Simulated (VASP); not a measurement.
# Zn16Si7Ge9P32 (P1) in VASP: single point with HSE06

Aim: the single point of Zn16Si7Ge9P32 with HSE06.

All numbers are computed with VASP 6.6.1; they aren't measurements. Logs are shortened: lines on timing, memory, paths and dates and some standing lists are left out, and cuts for length are marked.

## Step 1: The cell of the first run

The typed cell holds 64 atoms: a = 10.786 Å, b = 10.787 Å, c = 10.591 Å, α = 90.00°, β = 90.00°, γ = 90.00°.

## Step 2: Single point, HSE06

Contents of POSCAR:

```
Zn16Si7Ge9P32
1.0
   10.7859610000     -0.0000730000     -0.0000230000
   -0.0000730000     10.7866820000     -0.0000230000
   -0.0000230000     -0.0000230000     10.5905720000
Zn Ge Si P
16 9 7 32
Direct
    0.9990430000      0.9994620000      0.9987340000
    0.9982760000      0.5002390000      0.0022640000
    0.4995140000      0.0018120000      0.9989000000
    0.5009010000      0.4988480000      0.0022110000
    0.0002060000      0.2506440000      0.2475670000
    0.9983220000      0.7480760000      0.2490090000
    0.5002590000      0.2512250000      0.2475030000
    0.4999100000      0.7473250000      0.2492580000
    0.2506970000      0.0001140000      0.7522210000
    0.2498700000      0.4984130000      0.7509000000
    0.7505740000      0.9990620000      0.7534850000
    0.7504800000      0.4992930000      0.7532610000
    0.2502340000      0.2515990000      0.5004930000
    0.2484780000      0.7488040000      0.5002130000
    0.7483210000      0.2502280000      0.5005040000
    0.7504390000      0.7498630000      0.4996280000
    0.0011860000      0.9999430000      0.5012080000
    0.0001210000      0.5013350000      0.4988040000
    0.5008970000      0.0015920000      0.5012830000
    0.5013370000      0.4997270000      0.4988830000
    0.2509290000      0.0015260000      0.2489330000
    0.7506290000      0.0005270000      0.2481020000
    0.2501240000      0.7488430000      0.9997740000
    0.0004430000      0.2515800000      0.7520430000
    0.5014640000      0.7501850000      0.7508690000
    0.2496050000      0.4988960000      0.2490120000
    0.7500050000      0.4995220000      0.2474790000
    0.2506220000      0.2515600000      0.9998320000
    0.7488850000      0.2506410000      0.9994640000
    0.7513530000      0.7492220000      0.0000390000
    0.9990490000      0.7502060000      0.7507290000
    0.5002870000      0.2508220000      0.7519350000
    0.1288700000      0.1270450000      0.1195200000
    0.1288580000      0.6218220000      0.1282530000
    0.6285250000      0.1278560000      0.1207820000
    0.6328110000      0.6245180000      0.1241210000
    0.1245100000      0.1257190000      0.6264540000
    0.1201850000      0.6269570000      0.6294750000
    0.6216160000      0.1274920000      0.6309440000
    0.6249420000      0.6242230000      0.6254460000
    0.3673610000      0.3749770000      0.1247740000
    0.3745610000      0.8748820000      0.1239990000
    0.8665000000      0.3740530000      0.1237560000
    0.8713360000      0.8715820000      0.1209840000
    0.3758050000      0.1254210000      0.3748730000
    0.3708260000      0.6192690000      0.3716240000
    0.8752100000      0.1239970000      0.3751820000
    0.8705890000      0.6198050000      0.3704220000
    0.1272250000      0.3787200000      0.3714570000
    0.1240170000      0.8755250000      0.3729800000
    0.6275860000      0.3787200000      0.3698770000
    0.6244650000      0.8762490000      0.3741660000
    0.1269600000      0.3725010000      0.8800310000
    0.1218220000      0.8699530000      0.8718400000
    0.6243120000      0.3681730000      0.8760120000
    0.6276040000      0.8704150000      0.8800960000
    0.3803540000      0.3723900000      0.6278580000
    0.3758630000      0.8744480000      0.6248860000
    0.8761010000      0.3752770000      0.6247570000
    0.8784080000      0.8722670000      0.6280150000
    0.3745520000      0.1333200000      0.8752810000
    0.3759610000      0.6243850000      0.8748590000
    0.8721940000      0.1301380000      0.8786440000
    0.8755260000      0.6316820000      0.8757210000
```

Contents of INCAR.step1:

```
SYSTEM = Zn16Si7Ge9P32
PREC     = Accurate       ! precision mode
ENCUT    = 520            ! plane-wave cutoff, eV
EDIFF    = 1E-5           ! SCF threshold, eV
ISMEAR   = -1             ! smearing method
SIGMA    = 0.05           ! smearing width, eV
LREAL    = Auto         
LASPH    = .TRUE.         ! aspherical terms in the spheres
NELM     = 60             ! most SCF steps
ALGO     = Normal         ! electronic algorithm
ISIF     = 2              ! what is computed and relaxed
LWAVE    = .TRUE.         ! write WAVECAR
LCHARG   = .FALSE.        ! write CHGCAR
NBANDS   = 291            ! bands
GGA      = PE             ! functional
LUSENCCL = .FALSE.
```

Contents of INCAR.step2:

```
SYSTEM = Zn16Si7Ge9P32
PREC     = Accurate       ! precision mode
ENCUT    = 520            ! plane-wave cutoff, eV
EDIFF    = 1E-6           ! SCF threshold, eV
ISMEAR   = -1             ! smearing method
SIGMA    = 0.05           ! smearing width, eV
LREAL    = Auto         
LASPH    = .TRUE.         ! aspherical terms in the spheres
NELM     = 60             ! most SCF steps
ALGO     = Normal         ! electronic algorithm
ISIF     = 2              ! what is computed and relaxed
LWAVE    = .FALSE.        ! write WAVECAR
LCHARG   = .FALSE.        ! write CHGCAR
GGA      = PE             ! functional
LHFCALC  = .TRUE.         ! exact exchange
HFSCREEN = 0.2079         ! screening, 1/A
PRECFOCK = Fast         
NBANDS   = 291            ! bands
ISTART   = 1            
LUSENCCL = .FALSE.
```

Contents of KPOINTS:

```
regular mesh
0
G
  1 1 1
  0 0 0
```

Potentials or basis: VASP PAW PBE potentials, release 64 (Zn, Ge_d, Si, P).

Started as:

```console
> cat potpaw_PBE.64/Zn/POTCAR potpaw_PBE.64/Ge_d/POTCAR potpaw_PBE.64/Si/POTCAR potpaw_PBE.64/P/POTCAR > POTCAR
> cp INCAR.step1 INCAR
> mpirun -np 1 vasp_gam > vasp.out
> cp INCAR.step2 INCAR
> mpirun -np 1 vasp_gam > vasp.out
```

OUTCAR:

```text
SYSTEM = Zn16Si7Ge9P32
   PREC = Accurate
   ENCUT = 520
   EDIFF = 1E-6
   ISMEAR = -1
   LREAL = Auto
   LASPH = .TRUE.
   NELM = 60
   ISIF = 2
   GGA = PE
   LHFCALC = .TRUE.
   HFSCREEN = 0.2079
   PRECFOCK = Fast
   ISTART = 1

 ion  position               nearest neighbor table
   1  0.999  0.999  0.999-  44 2.34  63 2.34  33 2.34  54 2.35
   2  0.998  0.500  0.002-  34 2.34  53 2.35  43 2.35  64 2.36
   3  0.500  0.002  0.999-  42 2.33  35 2.33  56 2.35  61 2.35
   4  0.501  0.499  0.002-  62 2.34  36 2.35  41 2.35  55 2.35
   5  0.000  0.251  0.248-  49 2.35  47 2.35  33 2.35  43 2.36
   6  0.998  0.748  0.249-  50 2.33  48 2.34  34 2.34  44 2.34
[... 56 lines left out ...]
  63  0.872  0.130  0.879-  29 2.26  24 2.33   1 2.34  11 2.34
  64  0.876  0.632  0.876-  30 2.27  31 2.27  12 2.35   2 2.36

  LATTYP: Found a simple orthorhombic cell.
 ALAT       =    10.5905720000
 B/A-ratio  =     1.0184493340
 C/A-ratio  =     1.0185174134

  Lattice vectors:

 A1 = (  -0.0000230000,  -0.0000230000,  10.5905720000)
 A2 = (  10.7859610000,  -0.0000730000,  -0.0000230000)
 A3 = (  -0.0000730000,  10.7866820000,  -0.0000230000)

Analysis of symmetry for initial positions (statically):
=====================================================================
 Subroutine PRICEL returns:
 Original cell was already a primitive cell.

 Routine SETGRP: Setting up the symmetry group for a
 simple orthorhombic supercell.

 Subroutine GETGRP returns: Found  1 space group operations
 (whereof  1 operations were pure point group operations)
 out of a pool of  8 trial point group operations.

The static configuration has the point symmetry C_1 .

Analysis of symmetry for dynamics (positions and initial velocities):
=====================================================================
 Subroutine PRICEL returns:
 Original cell was already a primitive cell.

 Routine SETGRP: Setting up the symmetry group for a
 simple orthorhombic supercell.

 Subroutine GETGRP returns: Found  1 space group operations
 (whereof  1 operations were pure point group operations)
 out of a pool of  8 trial point group operations.

The dynamic configuration has the point symmetry C_1 .

 Subroutine INISYM returns: Found  1 space group operations
[... 206 lines left out ...]
   TEBEG  =    0.0;   TEEND  =   0.0 temperature during run
   PSTRESS=    0.0 pullay stress
   NELECT =     506.0000    total number of electrons
   NUPDOWN=      -1.0000    fix difference up-down
   EMIN   =  10.00;   EMAX   =-10.00  energy-range for DOS
   EFERMI =   0.00;   METHOD = LEGACY
   ISMEAR =    -1;   SIGMA  =   0.05  broadening in eV -4-tet -1-fermi 0-gaus
   EFERMI_NEDOS =   21; number of points for ismear=-14 and -15
   IALGO  =     38    algorithm
   IMIX   =      1    mixing-type and parameters
     AMIX     =   0.40;   BMIX     =  1.00
     AMIX_MAG =   1.60;   BMIX_MAG =  1.00
  volume/ion in A,a.u.               =      19.25       129.92
  Fermi-wavevector in a.u.,A,eV,Ry     =   1.216848  2.299509 20.146402  1.480719
  Thomas-Fermi vector in A             =   2.352188
   LORBIT       =      0    0 simple, 1 ext, 2 COOP (PROOUT), +10 PAW based schemes
   GGA     = PE    functional components
   LHFCALC =     T    Hartree Fock is set to
   PRECFOCK=fast      Normal, Fast or Accurate (Low or Medium for compatibility)
   ENCUT4O =  -1.0   cutoff for four orbital integrals eV
   NKREDX  =     1    reduce k-point grid by
   NKREDY  =     1    reduce k-point grid by
   NKREDZ  =     1    reduce k-point grid by
   AEXX    =    0.2500 exact exchange contribution
   HFSCREEN=    0.2079 screening length (either q_TF or 0.3 A-1)
   HFSCREENC=   0.2079 screening length for correlation (either q_TF or 0.3 A-1)
   ENCUTFOCK=  -1.0 apply spherical cutoff to Coloumb kernel
   IVDW    =     0    specifies the selected vdW correction
   LEPSILON=     F    determine dielectric tensor
   LRPA    =     F    only Hartree local field effects (RPA)
 non-spin polarized calculation
  energy-cutoff  :      520.00
  volume of cell :     1232.16
 maximum number of plane-waves:     16564
  NGX = 42; NGY = 42; NGZ = 42

 number of electron     506.0000029 magnetization

 Free energy of the ion-electron system (eV)
  ---------------------------------------------------
  ext. energy  EPLUGINS =         0.00000000
  ---------------------------------------------------
  free energy    TOTEN  =      -334.35925849 eV

  energy without entropy =     -334.35925848  energy(sigma->0) =     -334.35925848

 E-fermi :   5.1560     XC(G=0):  -8.1868

 val. band max:        4.1615107863   @ k =   0.0000   0.0000   0.0000
 cond. band min:       6.1520709135   @ k =   0.0000   0.0000   0.0000
 fundamental gap:      1.9905601272
 Fermi energy:         5.1559979510

 k-point     1 :       0.0000    0.0000    0.0000
  band No.  band energies     occupation
      1     -23.7464      2.00000
      2     -23.7462      2.00000
      3     -23.7409      2.00000
      4     -23.7400      2.00000
      5     -23.7399      2.00000
      6     -23.7378      2.00000
[... 257 lines left out ...]
    264       6.7072      0.00000
    265       6.8181      0.00000
 [bands above 265 left out]

------------------------ aborting loop because EDIFF is reached ----------------------------------------

  FORCE on cell =-STRESS in cart. coord.  units (eV):
  Direction    XX          YY          ZZ          XY          YZ          ZX
  --------------------------------------------------------------------------------------
  -------------------------------------------------------------------------------------
  Total       16.7976469     16.7794462     13.3923775      0.6758831      0.6885583      0.6922578
  in kB       21.8420246     21.8183582     17.4141438      0.8788526      0.8953342      0.9001447
  external PRESSURE =      20.3581755 kB  Pullay stress =       0.0000000 kB

 VOLUME and BASIS-vectors are now :
 -----------------------------------------------------------------------------
  energy-cutoff  :      520.00
  volume of cell :     1232.16
      direct lattice vectors                 reciprocal lattice vectors
    10.785961000 -0.000073000 -0.000023000     0.092713111  0.000000627  0.000000201
    -0.000073000 10.786682000 -0.000023000     0.000000627  0.092706914  0.000000201
    -0.000023000 -0.000023000 10.590572000     0.000000201  0.000000201  0.094423606

 POSITION                                       TOTAL-FORCE (eV/Angst)
 -----------------------------------------------------------------------------------
     10.77554     10.78078     10.57712         0.002591     -0.013136     -0.035967
     10.76733      5.39585      0.02394        -0.003721     -0.019036     -0.015139
      5.38772      0.01949     10.57891         0.004283      0.011702     -0.034616
      5.40266      5.38088      0.02339         0.012034     -0.016797     -0.023261
      0.00220      2.70361      2.62187        -0.008480      0.003745     -0.046105
     10.76780      8.06918      2.63711        -0.028437     -0.008364     -0.037634
[... 56 lines left out ...]
      9.40742      1.40367      9.30532        -0.006687      0.540181      0.051422
      9.44332      6.81367      9.27435         0.005306      0.533664      0.009420
 -----------------------------------------------------------------------------------
    total drift:                                0.005040      0.011796     -0.015967

  FREE ENERGIE OF THE ION-ELECTRON SYSTEM (eV)
  ---------------------------------------------------
  free  energy   TOTEN  =      -334.3592584886 eV

  energy  without entropy=     -334.3592584755  energy(sigma->0) =     -334.35925848
```

It took 7.4 min on 1 × NVIDIA H100 80GB with 1 thread of AMD EPYC 7R13 (Zen 3), shared host; peak memory 1.8 GiB.

Results:

```yaml
Free_energy: -334.3593 eV
Pressure: 2.0 GPa
Largest_force: 0.574 eV/Å
Band_gap_on_the_k_mesh: 1.99 eV
```

Forces in eV/Å, atoms in the order of the input:
```
Zn   0.003 -0.013 -0.036
Zn  -0.004 -0.019 -0.015
Zn   0.004  0.012 -0.035
Zn   0.012 -0.017 -0.023
Zn  -0.008  0.004 -0.046
Zn  -0.028 -0.008 -0.038
Zn  -0.008  0.011 -0.042
Zn  -0.014 -0.018 -0.023
Zn  -0.006  0.005 -0.011
Zn   0.000 -0.007 -0.036
Zn  -0.002  0.010 -0.027
Zn  -0.008  0.003 -0.008
Zn   0.003 -0.006 -0.018
Zn   0.001 -0.021 -0.042
Zn  -0.006 -0.007 -0.029
Zn   0.006 -0.017 -0.032
Ge  -0.075 -0.079 -0.031
Ge  -0.101 -0.062 -0.016
Ge  -0.079 -0.056 -0.007
Ge  -0.085 -0.081 -0.032
Ge  -0.081 -0.078 -0.026
Ge  -0.077 -0.085 -0.040
Ge  -0.080 -0.081 -0.033
Ge  -0.057 -0.073 -0.001
Ge  -0.051 -0.087 -0.002
Si  -0.066 -0.066 -0.028
Si  -0.065 -0.079 -0.016
Si  -0.072 -0.056  0.004
Si  -0.071 -0.056 -0.003
Si  -0.057 -0.057 -0.013
Si  -0.062 -0.065 -0.011
Si  -0.055 -0.058 -0.001
P    0.569  0.068  0.014
P    0.542  0.001  0.053
P    0.556  0.049  0.006
P    0.533  0.027  0.006
P   -0.450  0.035  0.005
P   -0.494  0.043 -0.010
P   -0.488  0.029 -0.008
P   -0.447  0.052  0.001
P   -0.490  0.028  0.030
P   -0.454  0.032 -0.006
P   -0.469  0.051  0.025
P   -0.452  0.043  0.036
P    0.017 -0.465 -0.004
P    0.065 -0.422  0.027
P    0.033 -0.450 -0.003
P    0.063 -0.430  0.030
P    0.053  0.525  0.007
P    0.062  0.567  0.062
P    0.067  0.539  0.005
P    0.051  0.540  0.046
P    0.033 -0.495 -0.015
P    0.060 -0.444  0.034
P    0.045 -0.474  0.014
P    0.025 -0.508 -0.001
P    0.527  0.004  0.061
P    0.539  0.046  0.056
P    0.525  0.045  0.053
P    0.531  0.006  0.064
P    0.007  0.535  0.012
P    0.032  0.560  0.057
P   -0.007  0.540  0.051
P    0.005  0.534  0.009
```

Caveat: the k points lie up to 0.59 Å⁻¹ apart; the PAW data sets were made with another functional, which shifts forces and pressure a little.
